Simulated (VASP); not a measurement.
# Ir12O in VASP: single point with PBE+D3(BJ)

Aim: the single point of Ir12O with PBE+D3(BJ).

Everything below comes from runs of VASP 6.6.1. Logs are shortened: lines on timing, memory, paths and dates and some standing lists are left out, and cuts for length are marked.

**1. The cell of the first run**

The cell holds a slab with vacuum, 13 atoms: a = 5.431 Å, b = 5.431 Å, c = 21.001 Å, α = 90.00°, β = 90.00°, γ = 90.00°.

**2. Single point, PBE+D3(BJ)**

Input file INCAR:

```
PREC = Accurate
ENCUT = 520
EDIFF = 1E-7
ISMEAR = 0
SIGMA = 0.1
LREAL = False
LASPH = True
NELM = 100
ALGO = Normal
ISIF = 2
LWAVE = False
LCHARG = True
LDIPOL = True
IDIPOL = 3
DIPOL = 0.5 0.5 0.295
GGA = PE
IVDW = 12
LELF = True
LVHAR = True
LVACPOTAV = True
NBANDS = 69
```

Input file KPOINTS:

```
Automatic mesh
0
Gamma
  5 5 1
```

Input file POSCAR:

```
Ir12O
1.0
    5.4309029918      0.0000000000      0.0000000000
    0.0000000000      5.4309029918      0.0000000000
    0.0000000000      0.0000000000     21.0013955423
Ir O
12 1
Direct
    0.2500000000      0.2500000000      0.1904635333
    0.2500000000      0.7500000000      0.1904635333
    0.7500000000      0.2500000000      0.1904635333
    0.7500000000      0.7500000000      0.1904635333
    0.0000000000      0.0000000000      0.2785823619
    0.0000000000      0.5000000000      0.2785823619
    0.5000000000      0.0000000000      0.2785823619
    0.5000000000      0.5000000000      0.2785823619
    0.2500000000      0.2500000000      0.3667087517
    0.2500000000      0.7500000000      0.3667087517
    0.7500000000      0.2500000000      0.3667087517
    0.7500000000      0.7500000000      0.3667087517
    0.4166666667      0.4166666667      0.4857484600
```

Potentials or basis: VASP PAW PBE potentials, release 64 (Ir, O).

Run with:

```sh
> cat potpaw_PBE.64/Ir/POTCAR potpaw_PBE.64/O/POTCAR > POTCAR
> mpirun -np 1 vasp_std > vasp.out
```

OUTCAR:

```text
PREC = Accurate
   ENCUT = 520
   EDIFF = 1E-7
   ISMEAR = 0
   LREAL = False
   LASPH = True
   NELM = 100
   ISIF = 2
   GGA = PE
   IVDW = 12
 IVDW          = 12

 ion  position               nearest neighbor table
   1  0.250  0.250  0.190-   5 2.67   6 2.67   7 2.67   8 2.67   2 2.72   3 2.72   2 2.72   3 2.72

   2  0.250  0.750  0.190-   5 2.67   6 2.67   7 2.67   8 2.67   1 2.72   4 2.72   1 2.72   4 2.72

   3  0.750  0.250  0.190-   5 2.67   6 2.67   7 2.67   8 2.67   1 2.72   4 2.72   4 2.72   1 2.72

   4  0.750  0.750  0.190-   5 2.67   6 2.67   7 2.67   8 2.67   2 2.72   3 2.72   3 2.72   2 2.72

   5  0.000  0.000  0.279-   1 2.67   2 2.67   3 2.67   4 2.67   9 2.67  10 2.67  11 2.67  12 2.67
                             6 2.72   7 2.72   6 2.72   7 2.72
   6  0.000  0.500  0.279-   1 2.67   2 2.67   3 2.67   4 2.67   9 2.67  10 2.67  11 2.67  12 2.67
                             5 2.72   8 2.72   5 2.72   8 2.72
   7  0.500  0.000  0.279-   1 2.67   2 2.67   3 2.67   4 2.67   9 2.67  10 2.67  11 2.67  12 2.67
                             5 2.72   8 2.72   8 2.72   5 2.72
   8  0.500  0.500  0.279-   1 2.67   2 2.67   3 2.67   4 2.67   9 2.67  10 2.67  11 2.67  12 2.67
                             6 2.72   7 2.72   7 2.72   6 2.72
   9  0.250  0.250  0.367-   5 2.67   6 2.67   7 2.67   8 2.67  10 2.72  11 2.72  10 2.72  11 2.72

  10  0.250  0.750  0.367-   5 2.67   6 2.67   7 2.67   8 2.67   9 2.72  12 2.72   9 2.72  12 2.72

  11  0.750  0.250  0.367-   5 2.67   6 2.67   7 2.67   8 2.67   9 2.72  12 2.72  12 2.72   9 2.72

  12  0.750  0.750  0.367-   5 2.67   6 2.67   7 2.67   8 2.67  10 2.72  11 2.72  11 2.72  10 2.72

  13  0.417  0.417  0.486-

  LATTYP: Found a simple tetragonal cell.
 ALAT       =     5.4309029918
 C/A-ratio  =     3.8670172481

  Lattice vectors:

 A1 = (   5.4309029918,   0.0000000000,   0.0000000000)
 A2 = (   0.0000000000,   5.4309029918,   0.0000000000)
 A3 = (   0.0000000000,   0.0000000000,  21.0013955423)

Analysis of symmetry for initial positions (statically):
=====================================================================
 Subroutine PRICEL returns:
 Original cell was already a primitive cell.

 Routine SETGRP: Setting up the symmetry group for a
 simple tetragonal supercell.

 Subroutine GETGRP returns: Found  2 space group operations
 (whereof  2 operations were pure point group operations)
 out of a pool of 16 trial point group operations.

The static configuration has the point symmetry C_1h.

Analysis of symmetry for dynamics (positions and initial velocities):
=====================================================================
 Subroutine PRICEL returns:
 Original cell was already a primitive cell.

 Routine SETGRP: Setting up the symmetry group for a
 simple tetragonal supercell.

 Subroutine GETGRP returns: Found  2 space group operations
 (whereof  2 operations were pure point group operations)
 out of a pool of 16 trial point group operations.

The dynamic configuration has the point symmetry C_1h.

 Subroutine INISYM returns: Found  2 space group operations
 (whereof  2 operations are pure point group operations),
 and found     1 'primitive' translations

----------------------------------------------------------------------------------------

                                     Primitive cell

  volume of cell :     619.4300

  direct lattice vectors                    reciprocal lattice vectors
     5.430902992  0.000000000  0.000000000     0.184131442  0.000000000  0.000000000
     0.000000000  5.430902992  0.000000000     0.000000000  0.184131442  0.000000000
     0.000000000  0.000000000 21.001395542     0.000000000  0.000000000  0.047615883

  length of vectors
     5.430902992  5.430902992 21.001395542     0.184131442  0.184131442  0.047615883

  position of ions in fractional coordinates (direct lattice)
     0.250000000  0.250000000  0.190463533
     0.250000000  0.750000000  0.190463533
     0.750000000  0.250000000  0.190463533
     0.750000000  0.750000000  0.190463533
     0.000000000  0.000000000  0.278582362
     0.000000000  0.500000000  0.278582362
     0.500000000  0.000000000  0.278582362
     0.500000000  0.500000000  0.278582362
     0.250000000  0.250000000  0.366708752
     0.250000000  0.750000000  0.366708752
     0.750000000  0.250000000  0.366708752
     0.750000000  0.750000000  0.366708752
     0.416666667  0.416666667  0.485748460

  ion indices of the primitive-cell ions
   primitive index   ion index
                 1           1
                 2           2
                 3           3
                 4           4
                 5           5
                 6           6
                 7           7
                 8           8
                 9           9
                10          10
                11          11
                12          12
                13          13

----------------------------------------------------------------------------------------

 KPOINTS: Automatic mesh

Automatic generation of k-mesh.
 Grid dimensions read from file:
 generate k-points for:    5    5    1

 Generating k-lattice:

  Cartesian coordinates                     Fractional coordinates (reciprocal lattice)
     0.036826288  0.000000000  0.000000000     0.200000000  0.000000000  0.000000000
     0.000000000  0.036826288  0.000000000     0.000000000  0.200000000  0.000000000
     0.000000000  0.000000000  0.047615883     0.000000000  0.000000000  1.000000000

  Length of vectors
     0.036826288  0.036826288  0.047615883

  Shift w.r.t. Gamma in fractional coordinates (k-lattice)
     0.000000000  0.000000000  0.000000000

 Subroutine IBZKPT returns following result:
 ===========================================

 Found      9 irreducible k-points:

 Following reciprocal coordinates:
            Coordinates               Weight
  0.000000  0.000000  0.000000      1.000000
  0.200000  0.000000  0.000000      4.000000
  0.400000  0.000000  0.000000      4.000000
  0.200000  0.200000  0.000000      2.000000
 -0.200000  0.200000  0.000000      2.000000
  0.400000  0.200000  0.000000      4.000000
 -0.200000  0.400000  0.000000      4.000000
  0.400000  0.400000  0.000000      2.000000
 -0.400000  0.400000  0.000000      2.000000
   k-points           NKPTS =      9   k-points in BZ     NKDIM =      9   number of bands    NBANDS=     69
   number of dos      NEDOS =    301   number of ions     NIONS =     13
   total plane-waves  NPLWV = 256000
   dimension x,y,z NGX =    40 NGY =   40 NGZ =  160
   dimension x,y,z NGXF=    80 NGYF=   80 NGZF=  320
   ions per type =              12   1
   NGX,Y,Z   is equivalent  to a cutoff of  12.24, 12.24, 12.67 a.u.
   NGXF,Y,Z  is equivalent  to a cutoff of  24.49, 24.49, 25.33 a.u.
 SYSTEM =  unknown system
   PREC   = accura    normal or accurate (medium, high low for compatibility)
   ISTART =      0    job   : 0-new  1-cont  2-samecut
   ICHARG =      2    charge: 1-file 2-atom 10-const
   ISPIN  =      1    spin polarized calculation?
   LNONCOLLINEAR =      F non collinear calculations
   LSORBIT =      F    spin-orbit coupling
   LASPH  =      T    aspherical Exc in radial PAW
   ENCUT  =  520.0 eV  38.22 Ry    6.18 a.u.  10.10 10.10 39.05*2*pi/ulx,y,z
   NELM   =    100;   NELMIN=  2; NELMDL= -5     # of ELM steps
   EDIFF  = 0.1E-06   stopping-criterion for ELM
   LREAL  =      F    real-space projection
   EDIFFG = 0.1E-05   stopping-criterion for IOM
   NSW    =      0    number of steps for IOM
   IBRION =     -1    ionic relax: 0-MD 1-quasi-New 2-CG
   NFREE  =      0    steps in history (QN), initial steepest desc. (CG)
   ISIF   =      2    stress and relaxation
   ISYM   =      2    0-nonsym 1-usesym 2-fastsym
   POTIM  = 0.5000    time-step for ionic-motion
   TEBEG  =    0.0;   TEEND  =   0.0 temperature during run
   PSTRESS=    0.0 pullay stress
   NELECT =     114.0000    total number of electrons
   NUPDOWN=      -1.0000    fix difference up-down
   EMIN   =  10.00;   EMAX   =-10.00  energy-range for DOS
   EFERMI =   0.00;   METHOD = LEGACY
   ISMEAR =     0;   SIGMA  =   0.10  broadening in eV -4-tet -1-fermi 0-gaus
   EFERMI_NEDOS =   21; number of points for ismear=-14 and -15
   IALGO  =     38    algorithm
   IMIX   =      4    mixing-type and parameters
     AMIX     =   0.40;   BMIX     =  1.00
     AMIX_MAG =   1.60;   BMIX_MAG =  1.00
  volume/ion in A,a.u.               =      47.65       321.55
  Fermi-wavevector in a.u.,A,eV,Ry     =   0.931206  1.759724 11.798215  0.867144
  Thomas-Fermi vector in A             =   2.057675
   LORBIT       =      0    0 simple, 1 ext, 2 COOP (PROOUT), +10 PAW based schemes
   GGA     = PE    functional components
   LHFCALC =     F    Hartree Fock is set to
   AEXX    =    0.0000 exact exchange contribution
   IVDW    =    12    specifies the selected vdW correction
   LEPSILON=     F    determine dielectric tensor
   LRPA    =     F    only Hartree local field effects (RPA)
 non-spin polarized calculation
 Gauss-broadening in eV      SIGMA  =   0.10
  energy-cutoff  :      520.00
  volume of cell :      619.43
 maximum number of plane-waves:     16712
   NGX = 21   NGY = 21   NGZ = 79

 dipolmoment           0.000000      0.000000     -0.867986 electrons x Angstroem

 number of electron     113.9999986 magnetization

 dipolmoment           0.000000      0.000000      0.390601 electrons x Angstroem

 Free energy of the ion-electron system (eV)
  ---------------------------------------------------
  ext. energy  EPLUGINS =         0.00000000
  ---------------------------------------------------
  free energy    TOTEN  =       -98.65506426 eV

  energy without entropy =      -98.59202178  energy(sigma->0) =      -98.62354302

 E-fermi :  -1.7444     XC(G=0):  -4.9975

 val. band max:       -1.7736274803   @ k =   0.2000   0.2000   0.0000
 cond. band min:      -1.7373193856   @ k =  -0.2000   0.2000   0.0000
 fundamental gap:      0.0363080948
 Fermi energy:        -1.7444266631

 k-point     1 :       0.0000    0.0000    0.0000
  band No.  band energies     occupation
      1     -16.9450      2.00000
      2     -11.6339      2.00000
      3      -9.1429      2.00000
      4      -9.1413      2.00000
      5      -9.0829      2.00000
      6      -8.9138      2.00000
[... 61 lines left out ...]
     68       0.3959      0.00000
     69       0.5574      0.00000

 k-point     2 :       0.2000    0.0000    0.0000
  band No.  band energies     occupation
      1     -16.9446      2.00000
      2     -11.3630      2.00000
      3      -9.2826      2.00000
      4      -8.8910      2.00000
      5      -8.8461      2.00000
      6      -8.7116      2.00000
[... 61 lines left out ...]
     68      -0.4490      0.00000
     69       0.0765      0.00000

 k-point     3 :       0.4000    0.0000    0.0000
  band No.  band energies     occupation
      1     -16.9440      2.00000
      2     -10.6500      2.00000
      3      -9.8130      2.00000
      4      -8.4360      2.00000
      5      -8.3582      2.00000
      6      -8.3390      2.00000
[... 421 lines left out ...]
     68      -0.7314      0.00000
     69      -0.6903      0.00000

 k-point     9 :      -0.4000    0.4000    0.0000
  band No.  band energies     occupation
      1     -16.9432      2.00000
      2      -9.6656      2.00000
      3      -8.8760      2.00000
      4      -8.8666      2.00000
      5      -8.3506      2.00000
      6      -7.6718      2.00000
[... 61 lines left out ...]
     68      -0.7520      0.00000
     69      -0.6808      0.00000

------------------------ aborting loop because EDIFF is reached ----------------------------------------

 Edisp (eV)   -5.50684

 E8    (eV) :    -2.6845

  FORCE on cell =-STRESS in cart. coord.  units (eV):
  Direction    XX          YY          ZZ          XY          YZ          ZX
  --------------------------------------------------------------------------------------
  -------------------------------------------------------------------------------------
  Total     -11.55286   -11.55286    -7.91718    -0.00065    -0.48778    -0.48778
  in kB     -29.88188   -29.88188   -20.47806    -0.00169    -1.26167    -1.26167
  external pressure =      -26.75 kB  Pullay stress =        0.00 kB

 VOLUME and BASIS-vectors are now :
 -----------------------------------------------------------------------------
  energy-cutoff  :      520.00
  volume of cell :      619.43
      direct lattice vectors                 reciprocal lattice vectors
     5.430902992  0.000000000  0.000000000     0.184131442  0.000000000  0.000000000
     0.000000000  5.430902992  0.000000000     0.000000000  0.184131442  0.000000000
     0.000000000  0.000000000 21.001395542     0.000000000  0.000000000  0.047615883

 POSITION                                       TOTAL-FORCE (eV/Angst)
 -----------------------------------------------------------------------------------
      1.35773      1.35773      4.00000        -0.041634     -0.041634      0.044605
      1.35773      4.07318      4.00000        -0.021978      0.022539     -0.048984
      4.07318      1.35773      4.00000         0.022539     -0.021978     -0.048984
      4.07318      4.07318      4.00000        -0.036241     -0.036241     -0.140119
      0.00000      0.00000      5.85062         0.083510      0.083510      0.454735
      0.00000      2.71545      5.85062         0.082634     -0.046750      0.043740
      2.71545      0.00000      5.85062        -0.046750      0.082634      0.043740
      2.71545      2.71545      5.85062        -0.038218     -0.038218     -0.219289
      1.35773      1.35773      7.70140         0.382363      0.382363      1.676484
      1.35773      4.07318      7.70140         0.056697     -0.195375      0.573604
      4.07318      1.35773      7.70140        -0.195375      0.056697      0.573604
      4.07318      4.07318      7.70140         0.001324      0.001324      0.205728
      2.26288      2.26288     10.20140        -0.248872     -0.248872     -3.158864
 -----------------------------------------------------------------------------------
    total drift:                                0.000400      0.000400      0.000261

  FREE ENERGIE OF THE ION-ELECTRON SYSTEM (eV)
  ---------------------------------------------------
  free  energy   TOTEN  =      -104.1619006205 eV

  energy  without entropy=     -104.0988581426  energy(sigma->0) =     -104.13037938

 vacuum level on the upper side and lower side of the slab         5.941         3.544
```

Run time: 13 min. Hardware: 1 thread of AMD EPYC 9R45 (Zen 5), shared host; peak memory 0.67 GiB.

What came out:

```yaml
Free_energy: -104.1619 eV
Largest_force: 3.178 eV/Å
Band_gap_on_the_k_mesh: zero (band 57 reaches -1.11 eV, above the bottom of band 58 at -2.25 eV)
Dispersion_energy_per_atom: -0.424 eV
```

Forces in eV/Å, atoms in the order of the input:
```
Ir  -0.042 -0.042  0.045
Ir  -0.022  0.023 -0.049
Ir   0.023 -0.022 -0.049
Ir  -0.036 -0.036 -0.140
Ir   0.084  0.084  0.455
Ir   0.083 -0.047  0.044
Ir  -0.047  0.083  0.044
Ir  -0.038 -0.038 -0.219
Ir   0.382  0.382  1.676
Ir   0.057 -0.195  0.574
Ir  -0.195  0.057  0.574
Ir   0.001  0.001  0.206
O   -0.249 -0.249 -3.159
```

Caveat: spin-orbit coupling is left out, which moves the levels of the heavy elements.
